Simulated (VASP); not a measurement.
Crystal: SiC.

```
Si C
1.0
     3.09500    0.00000    0.00000
    -1.54750    2.68035    0.00000
     0.00000    0.00000   15.18657
Si C
6 6
Direct
  0.33333 0.66667 0.83299
  0.66667 0.33333 0.33299
  0.66667 0.33333 0.66650
  0.33333 0.66667 0.16650
  0.00000 0.00000 0.49972
  0.00000 0.00000 0.99972
  0.00000 0.00000 0.87437
  0.00000 0.00000 0.37437
  0.33333 0.66667 0.70800
  0.66667 0.33333 0.20800
  0.66667 0.33333 0.54151
  0.33333 0.66667 0.04151
```

| Quantity | Value |
| --- | --- |
| Program | VASP 6.6.1 |
| Task | relaxation of cell and atoms |
| Functional | LDA |
| Potentials or basis | VASP PAW LDA potentials, release 64 (Si, C) |
| Cutoff | 600 eV |
| k mesh | 12 × 12 × 2 |
| Occupations | fermi-dirac, width 0.02 eV |
| Spin | no spin polarisation |

At the start: pressure -7.3 GPa; volume 10.50 Å³/atom.

Question: Where does the relaxation end?

Answer: Over 6 steps the energy falls by 8.2 meV/atom and the volume is 10.15 Å³/atom (-3.3 %); space group P6_3mc (No. 186, to 0.1 Å) before and after.

Step by step:
| step | energy change (eV) | largest force (eV/Å) | pressure (GPa) | volume (Å³) |
| --- | --- | --- | --- | --- |
| 1 | 0.0000 | 0.0116 | -7.27 | 125.98 |
| 2 | 0.0165 | 0.0347 | 8.79 | 117.50 |
| 3 | -0.0978 | 0.0091 | -0.06 | 121.81 |
| 4 | -0.0978 | 0.0095 | 0.10 | 121.73 |
| 5 | -0.0978 | 0.0098 | -0.09 | 121.83 |
| 6 | -0.0978 | 0.0014 | 0.00 | 121.78 |

Final structure:
```yaml
crystal:
  lattice:
    - [3.06022, 0.00000, 0.00000]
    - [-1.53011, 2.65023, 0.00000]
    - [0.00000, 0.00000, 15.01587]
  atoms:
    - { symbol: Si, position: [0.33333, 0.66667, 0.83299] }
    - { symbol: Si, position: [0.66667, 0.33333, 0.33299] }
    - { symbol: Si, position: [0.66667, 0.33333, 0.66650] }
    - { symbol: Si, position: [0.33333, 0.66667, 0.16650] }
    - { symbol: Si, position: [0.00000, 0.00000, 0.49973] }
    - { symbol: Si, position: [0.00000, 0.00000, 0.99973] }
    - { symbol: C, position: [0.00000, 0.00000, 0.87437] }
    - { symbol: C, position: [0.00000, 0.00000, 0.37437] }
    - { symbol: C, position: [0.33333, 0.66667, 0.70800] }
    - { symbol: C, position: [0.66667, 0.33333, 0.20800] }
    - { symbol: C, position: [0.66667, 0.33333, 0.54152] }
    - { symbol: C, position: [0.33333, 0.66667, 0.04152] }
```
